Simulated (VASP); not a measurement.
A run of VASP 6.6.1 is set up as follows.

INCAR

```
SYSTEM = AlAs
  PREC = Accurate
  ENCUT = 500
  EDIFF = 1E-6
  ISMEAR = 0
  SIGMA = 0.02
  LREAL = .FALSE.
  LASPH = .TRUE.
  NELM = 120
  ALGO = Normal
  ISIF = 2
  LWAVE = .FALSE.
  LCHARG = .FALSE.
  GGA = PE
  NBANDS = 11
  GGA_COMPAT = .FALSE.
```

File KPOINTS:

```
regular mesh
0
G
  8 8 8
  0 0 0
```

The input POSCAR:

```
AlAs
1.0
    0.0000000000      2.9199739401      2.9199739401
    2.9199739401      0.0000000000      2.9199739401
    2.9199739401      2.9199739401      0.0000000000
Al As
1 1
Direct
    0.0000000000      0.0000000000      0.0000000000
    0.2500000000      0.2500000000      0.2500000000
```

Potentials or basis: VASP PAW PBE potentials, release 64 (Al, As).

Run with:

```sh
$ cat potpaw_PBE.64/Al/POTCAR potpaw_PBE.64/As/POTCAR > POTCAR
$ mpirun -np 1 vasp_std > vasp.out
```

Predict the pressure.

-3.3 GPa.

What does it give for the band gap on the k mesh?

1.34 eV, direct.

 A k mesh can miss the band edges.
